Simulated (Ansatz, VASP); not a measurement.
# AlSn: VASP beside Ansatz

INCAR

```
ALGO = Normal
EDIFF = 1E-7
ENCUT = 520
GGA = PE
ISIF = 2
ISMEAR = -1
LASPH = T
LCHARG = F
LREAL = F
LWAVE = F
NBANDS = 16
NELM = 80
PREC = Accurate
SIGMA = 0.05
```

Contents of KPOINTS:

```
k-points
0
Gamma
  7 7 8
```

File POSCAR:

```
AlSn
1.0
    4.1124059441      0.0000000000      0.0000000000
   -2.0562029720      3.5614480182      0.0000000000
    0.0000000000      0.0000000000      3.2393413848
Sn Al
1 1
Direct
    0.3333333333      0.6666666667      0.5000000000
    0.0000000000      0.0000000000      0.0000000000
```

input.yaml

```yaml
crystal:
  lattice:
    - [4.1124059441, 0.0, 0.0]
    - [-2.056202972, 3.5614480182, 0.0]
    - [0.0, 0.0, 3.2393413848]
  atoms:
    - { symbol: Sn, position: [0.3333333333, 0.6666666667, 0.5] }
    - { symbol: Al, position: [0.0, 0.0, 0.0] }
kpoints:
  mp_grid: { grid: [7, 7, 8] }
scf:
  occupations: { method: fermi_dirac, width: 0.05 }
hamiltonian:
  xc: pbe
  pseudopotentials: { kind: all_electron, lapw: { basis_error: 0.0005 } }
output:
  forces: true
  stress: true
  eigenvalues: true
```

Change from the starting cell: volume scaled by 0.94.

Alike in both runs: task single point; functional PBE; k mesh 7 × 7 × 8; occupations fermi-dirac, width 0.05 eV; no spin polarisation.

|  | VASP | Ansatz |
| --- | --- | --- |
| version | VASP 6.6.1 | Ansatz 0.2.0 |
| potentials or method | VASP PAW PBE potentials, release 64 (Sn_d, Al), cutoff 520 eV | all-electron LAPW, scalar-relativistic |

|  | VASP | Ansatz | Ansatz less VASP |
| --- | --- | --- | --- |
| gap on the k mesh at the Fermi level (eV) | none | none | - |
| pressure (GPa) | 3.9 | 3.9 | +0.05 |
| traceless stress, the component that is largest in VASP (GPa) | 0.84 | 0.84 | +0.001 |

A gap of «none» marks a metal or a gap that the smearing closes. Ansatz ran all-electron here, and VASP with PAW potentials.
